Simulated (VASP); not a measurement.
# C in VASP: a series of runs

The runs below take C through single point, with PBE.

All numbers are computed with VASP 6.6.1; they aren't measurements. Logs are shortened: lines on timing, memory, paths and dates and some standing lists are left out, and cuts for length are marked.

### Step 1. The cell of the first run

The structure is orthorhombic, space group Fmmm (No. 69). Conventional cell: a = 3.763 Å, b = 4.602 Å, c = 4.653 Å, α = 90.00°, β = 90.00°, γ = 90.00°. Within 2.5 Å of C (site symmetry 222) lie 10 C at 1.88 to 2.33 Å. C (site symmetry mmm) has 8 C at 1.89 Å within 2.5 Å.

The cell was built from a structure type or drawn by symmetry, and may not be a known phase.

### Step 2. Single point, PBE, collinear spin

File INCAR:

```
SYSTEM = C
PREC = Accurate
ENCUT = 520
EDIFF = 1E-7
ISMEAR = 0
SIGMA = 0.1
LREAL = .False.
LASPH = .True.
NELM = 150
ALGO = Normal
ISIF = 2
LWAVE = .False.
LCHARG = .True.
ISPIN = 2
MAGMOM = 1 1 1
LORBIT = 11
GGA = PE
LELF = .True.
LVHAR = .True.
NBANDS = 17
```

File KPOINTS:

```
Automatic mesh
0
Gamma
  8 8 8
  0 0 0
```

File POSCAR:

```
C
1.0
    0.0000000000      2.3007846000      2.3264946500
    1.8812766300      0.0000000000      2.3264946500
    1.8812766300      2.3007846000      0.0000000000
C
3
Direct
    0.2500000000      0.2500000000      0.2500000000
    0.7500000000      0.7500000000      0.7500000000
    0.5000000000      0.5000000000      0.5000000000
```

Potentials or basis: VASP PAW PBE potentials, release 64 (C).

Launch:

```bash
cat potpaw_PBE.64/C/POTCAR > POTCAR
mpirun -np 1 vasp_std > vasp.out
```

OUTCAR:

```text
SYSTEM = C
   PREC = Accurate
   ENCUT = 520
   EDIFF = 1E-7
   ISMEAR = 0
   LREAL = .False.
   LASPH = .True.
   NELM = 150
   ISIF = 2
   ISPIN = 2
   LORBIT = 11
   GGA = PE

 ion  position               nearest neighbor table
   1  0.250  0.250  0.250-   2 1.88   2 1.88   3 1.89   3 1.89   3 1.89   3 1.89
   2  0.750  0.750  0.750-   1 1.88   1 1.88   3 1.89   3 1.89   3 1.89   3 1.89
   3  0.500  0.500  0.500-   1 1.89   1 1.89   1 1.89   1 1.89   2 1.89   2 1.89   2 1.89   2 1.89

  LATTYP: Found a face centered orthorhombic cell.
 ALAT       =     3.7625532600
 B/A-ratio  =     1.2229911132
 C/A-ratio  =     1.2366573915

  Lattice vectors:

 A1 = (   0.0000000000,   2.3007846000,   2.3264946500)
 A2 = (   1.8812766300,   0.0000000000,   2.3264946500)
 A3 = (   1.8812766300,   2.3007846000,   0.0000000000)

Analysis of symmetry for initial positions (statically):
=====================================================================
 Subroutine PRICEL returns:
 Original cell was already a primitive cell.

 Routine SETGRP: Setting up the symmetry group for a
 face centered orthorhombic supercell.

 Subroutine GETGRP returns: Found  8 space group operations
 (whereof  8 operations were pure point group operations)
 out of a pool of  8 trial point group operations.

The static configuration has the point symmetry D_2h.

Analysis of symmetry for dynamics (positions and initial velocities):
=====================================================================
 Subroutine PRICEL returns:
 Original cell was already a primitive cell.

 Routine SETGRP: Setting up the symmetry group for a
 face centered orthorhombic supercell.

 Subroutine GETGRP returns: Found  8 space group operations
 (whereof  8 operations were pure point group operations)
 out of a pool of  8 trial point group operations.

The dynamic configuration has the point symmetry D_2h.

Analysis of structural, dynamic, and magnetic symmetry:
=====================================================================
 Subroutine PRICEL returns:
 Original cell was already a primitive cell.

 Routine SETGRP: Setting up the symmetry group for a
 face centered orthorhombic supercell.

 Subroutine GETGRP returns: Found  8 space group operations
 (whereof  8 operations were pure point group operations)
 out of a pool of  8 trial point group operations.

The overall configuration has the point symmetry D_2h.

 Subroutine INISYM returns: Found  8 space group operations
 (whereof  8 operations are pure point group operations),
 and found     1 'primitive' translations

----------------------------------------------------------------------------------------

                                     Primitive cell

  volume of cell :      20.1401

  direct lattice vectors                    reciprocal lattice vectors
     0.000000000  2.300784600  2.326494650    -0.265776969  0.217317171  0.214915603
     1.881276630  0.000000000  2.326494650     0.265776969 -0.217317171  0.214915603
     1.881276630  2.300784600  0.000000000     0.265776969  0.217317171 -0.214915603

  length of vectors
     3.272031041  2.991952392  2.972004632     0.405034401  0.405034401  0.405034401

  position of ions in fractional coordinates (direct lattice)
     0.250000000  0.250000000  0.250000000
     0.750000000  0.750000000  0.750000000
     0.500000000  0.500000000  0.500000000

  ion indices of the primitive-cell ions
   primitive index   ion index
                 1           1
                 2           2
                 3           3

----------------------------------------------------------------------------------------

 KPOINTS: Automatic mesh

Automatic generation of k-mesh.
 Grid dimensions read from file:
 generate k-points for:    8    8    8

 Generating k-lattice:

  Cartesian coordinates                     Fractional coordinates (reciprocal lattice)
    -0.033222121  0.027164646  0.026864450     0.125000000  0.000000000  0.000000000
     0.033222121 -0.027164646  0.026864450     0.000000000  0.125000000 -0.000000000
     0.033222121  0.027164646 -0.026864450     0.000000000 -0.000000000  0.125000000

  Length of vectors
     0.050629300  0.050629300  0.050629300

  Shift w.r.t. Gamma in fractional coordinates (k-lattice)
     0.000000000  0.000000000  0.000000000

 Subroutine IBZKPT returns following result:
 ===========================================

 Found     95 irreducible k-points:

 Following reciprocal coordinates:
            Coordinates               Weight
  0.000000  0.000000  0.000000      1.000000
  0.125000  0.000000  0.000000      8.000000
  0.250000  0.000000  0.000000      8.000000
  0.375000 -0.000000 -0.000000      8.000000
  0.500000  0.000000  0.000000      4.000000
  0.125000  0.125000  0.000000      2.000000
[... 16 lines left out ...]
  0.250000  0.000000  0.125000      8.000000
  0.375000 -0.000000  0.125000      8.000000
 [... further k-points ...]
   k-points           NKPTS =     95   k-points in BZ     NKDIM =     95   number of bands    NBANDS=     17
   number of dos      NEDOS =    301   number of ions     NIONS =      3
   total plane-waves  NPLWV =  13824
   dimension x,y,z NGX =    24 NGY =   24 NGZ =   24
   dimension x,y,z NGXF=    48 NGYF=   48 NGZF=   48
   ions per type =               3
   NGX,Y,Z   is equivalent  to a cutoff of  12.19, 13.34, 13.42 a.u.
   NGXF,Y,Z  is equivalent  to a cutoff of  24.39, 26.67, 26.85 a.u.
 SYSTEM =  C
   PREC   = accura    normal or accurate (medium, high low for compatibility)
   ISTART =      0    job   : 0-new  1-cont  2-samecut
   ICHARG =      2    charge: 1-file 2-atom 10-const
   ISPIN  =      2    spin polarized calculation?
   LNONCOLLINEAR =      F non collinear calculations
   LSORBIT =      F    spin-orbit coupling
   LASPH  =      T    aspherical Exc in radial PAW
   ENCUT  =  520.0 eV  38.22 Ry    6.18 a.u.   6.08  5.56  5.53*2*pi/ulx,y,z
   NELM   =    150;   NELMIN=  2; NELMDL= -5     # of ELM steps
   EDIFF  = 0.1E-06   stopping-criterion for ELM
   LREAL  =      F    real-space projection
   EDIFFG = 0.1E-05   stopping-criterion for IOM
   NSW    =      0    number of steps for IOM
   IBRION =     -1    ionic relax: 0-MD 1-quasi-New 2-CG
   NFREE  =      0    steps in history (QN), initial steepest desc. (CG)
   ISIF   =      2    stress and relaxation
   ISYM   =      2    0-nonsym 1-usesym 2-fastsym
   POTIM  = 0.5000    time-step for ionic-motion
   TEBEG  =    0.0;   TEEND  =   0.0 temperature during run
   PSTRESS=    0.0 pullay stress
   NELECT =      12.0000    total number of electrons
   NUPDOWN=      -1.0000    fix difference up-down
   EMIN   =  10.00;   EMAX   =-10.00  energy-range for DOS
   EFERMI =   0.00;   METHOD = LEGACY
   ISMEAR =     0;   SIGMA  =   0.10  broadening in eV -4-tet -1-fermi 0-gaus
   EFERMI_NEDOS =   21; number of points for ismear=-14 and -15
   IALGO  =     38    algorithm
   IMIX   =      4    mixing-type and parameters
     AMIX     =   0.40;   BMIX     =  1.00
     AMIX_MAG =   1.60;   BMIX_MAG =  1.00
  volume/ion in A,a.u.               =       6.71        45.30
  Fermi-wavevector in a.u.,A,eV,Ry     =   1.377574  2.603238 25.819924  1.897711
  Thomas-Fermi vector in A             =   2.502715
   LORBIT       =     11    0 simple, 1 ext, 2 COOP (PROOUT), +10 PAW based schemes
   GGA     = PE    functional components
   LHFCALC =     F    Hartree Fock is set to
   AEXX    =    0.0000 exact exchange contribution
   IVDW    =     0    specifies the selected vdW correction
   LEPSILON=     F    determine dielectric tensor
   LRPA    =     F    only Hartree local field effects (RPA)
 spin polarized calculation
 Gauss-broadening in eV      SIGMA  =   0.10
  energy-cutoff  :      520.00
  volume of cell :       20.14
 maximum number of plane-waves:       553
   NGX = 13   NGY = 11   NGZ = 11

 number of electron      12.0000000 magnetization       0.0002319

 number of electron      12.0000000 magnetization      -0.0000228

 Free energy of the ion-electron system (eV)
  ---------------------------------------------------
  ext. energy  EPLUGINS =         0.00000000
  ---------------------------------------------------
  free energy    TOTEN  =       -16.46344368 eV

  energy without entropy =      -16.46178337  energy(sigma->0) =      -16.46261353

 E-fermi :   9.0311     XC(G=0): -12.7876

 val. band max:        9.0284551496   @ k =   0.1250   0.0000   0.0000
 cond. band min:       9.0817971786   @ k =  -0.3750   0.0000   0.3750
 fundamental gap:      0.0533420290
 Fermi energy:         9.0310701679

 spin component 1

 k-point     1 :       0.0000    0.0000    0.0000
  band No.  band energies     occupation
      1     -11.7568      1.00000
      2       3.6556      1.00000
      3       4.9820      1.00000
      4       5.2203      1.00000
      5       7.0559      1.00000
      6       7.2388      1.00000
[... 9 lines left out ...]
     16      30.7061      0.00000
     17      33.5905      0.00000
[... 443 lines left out ...]
      1      -9.4995      1.00000
      2      -2.6622      1.00000
      3       1.0715      1.00000
      4       3.1669      1.00000
      5       5.8103      1.00000
      6       6.8906      1.00000
[... 9 lines left out ...]
     16      32.6372      0.00000
     17      35.4857      0.00000

 [... further k-points ...]

 spin component 2

 k-point     1 :       0.0000    0.0000    0.0000
  band No.  band energies     occupation
      1     -11.7568      1.00000
      2       3.6556      1.00000
      3       4.9820      1.00000
      4       5.2203      1.00000
      5       7.0559      1.00000
      6       7.2388      1.00000
[... 9 lines left out ...]
     16      30.7061      0.00000
     17      33.5905      0.00000
[... 443 lines left out ...]
      1      -9.4996      1.00000
      2      -2.6622      1.00000
      3       1.0715      1.00000
      4       3.1669      1.00000
      5       5.8103      1.00000
      6       6.8906      1.00000
[... 9 lines left out ...]
     16      32.6371      0.00000
     17      35.4857      0.00000

 [... further k-points ...]

------------------------ aborting loop because EDIFF is reached ----------------------------------------

  FORCE on cell =-STRESS in cart. coord.  units (eV):
  Direction    XX          YY          ZZ          XY          YZ          ZX
  --------------------------------------------------------------------------------------
  -------------------------------------------------------------------------------------
  Total       -4.2829841      1.6875925      0.9263684      0.0000000      0.0000000      0.0000000
  in kB     -340.7190085    134.2509890     73.6942539      0.0000000      0.0000000      0.0000000
  external PRESSURE =     -44.2579219 kB  Pullay stress =       0.0000000 kB

 VOLUME and BASIS-vectors are now :
 -----------------------------------------------------------------------------
  energy-cutoff  :      520.00
  volume of cell :       20.14
      direct lattice vectors                 reciprocal lattice vectors
     0.000000000  2.300784600  2.326494650    -0.265776969  0.217317171  0.214915603
     1.881276630  0.000000000  2.326494650     0.265776969 -0.217317171  0.214915603
     1.881276630  2.300784600  0.000000000     0.265776969  0.217317171 -0.214915603

 POSITION                                       TOTAL-FORCE (eV/Angst)
 -----------------------------------------------------------------------------------
      0.94064      1.15039      1.16325        -0.000000     -0.000000      0.000000
      2.82191      3.45118      3.48974         0.000000      0.000000     -0.000000
      1.88128      2.30078      2.32649        -0.000000      0.000000     -0.000000
 -----------------------------------------------------------------------------------
    total drift:                               -0.000000      0.000000      0.000000

  FREE ENERGIE OF THE ION-ELECTRON SYSTEM (eV)
  ---------------------------------------------------
  free  energy   TOTEN  =       -16.4634436816 eV

  energy  without entropy=      -16.4617833697  energy(sigma->0) =      -16.46261353

 total charge

# of ion       s       p       d       tot
------------------------------------------
    1        0.964   1.229   0.000   2.194
    2        0.964   1.229   0.000   2.194
    3        0.883   1.259   0.000   2.142
--------------------------------------------------
tot          2.812   3.718   0.000   6.530

 magnetization (x)

# of ion       s       p       d       tot
------------------------------------------
    1        0.000  -0.000   0.000  -0.000
    2        0.000  -0.000   0.000  -0.000
    3        0.000   0.000   0.000   0.000
--------------------------------------------------
tot          0.000  -0.000   0.000   0.000
```

It took 33 s on 1 thread of Intel Xeon 6975P-C (Granite Rapids), shared host; peak memory 0.16 GiB.

Results:

- Free energy: -16.4634 eV
- Pressure: -4.4 GPa
- Band gap on the k mesh: zero (filled and empty bands overlap)
- Net moment: 0.00 μB per cell
- Valence electrons inside the program's atomic spheres: C 2.19, 2.14 (each value once)

Stress tensor (GPa, compression positive):
```
-34.07   0.00   0.00
  0.00  13.43   0.00
  0.00   0.00   7.37
```

Caveat: the cell stands under tension.

### Step 3. Single point, PBE

This run uses another cell than the first one, of 9.48 Å³/atom.

File INCAR:

```
ALGO = Normal
EDIFF = 1E-6
ENCUT = 520
GGA = PE
ISIF = 2
ISMEAR = 0
LASPH = T
LCHARG = F
LREAL = F
LWAVE = F
NBANDS = 13
NELM = 80
PREC = Accurate
SIGMA = 0.1
```

File KPOINTS:

```
k-points
0
Gamma
  20 20 20
```

File POSCAR:

```
C
1.0
   -2.3393659987      2.3393659987      1.2988054641
    2.3393659987     -2.3393659987      1.2988054641
    2.3393659987      2.3393659987     -1.2988054641
C
3
Direct
    0.7500000000      0.2500000000      0.5000000000
    0.2500000000      0.7500000000      0.5000000000
    0.5000000000      0.5000000000      0.0000000000
```

Potentials or basis: VASP PAW PBE potentials, release 64 (C).

Launch:

```bash
cat potpaw_PBE.64/C/POTCAR > POTCAR
mpirun -np 1 vasp_std > vasp.out
```

Run time: 2.9 min. Hardware: 1 thread of Intel Xeon 6975P-C (Granite Rapids), shared host; peak memory 0.28 GiB.

Results (log left out):

- Free energy: -18.8648 eV
- Pressure: -0.2 GPa
- Band gap on the k mesh: zero (bands 6 and 7 overlap by 3.48 eV)

Stress tensor (GPa, compression positive):
```
-0.07  0.00  0.00
 0.00 -0.07  0.00
 0.00  0.00 -0.38
```

Levels at points of the mesh, in eV from the Fermi level:
| k point | band 4 | band 5 | band 6 | band 7 | band 8 | band 9 |
| --- | --- | --- | --- | --- | --- | --- |
| (0.00, 0.00, 0.00) | -6.40 | -6.40 | 1.61 | 1.61 | 3.07 | 6.88 |
| (0.50, 0.00, 0.00) | -3.85 | -3.48 | -1.46 | 0.02 | 0.09 | 1.34 |
| (0.50, 0.50, 0.00) | -5.52 | -3.77 | -0.96 | -0.49 | 2.64 | 6.60 |
| (0.50, 0.50, 0.50) | -8.41 | -8.41 | 2.09 | 2.34 | 2.34 | 7.66 |
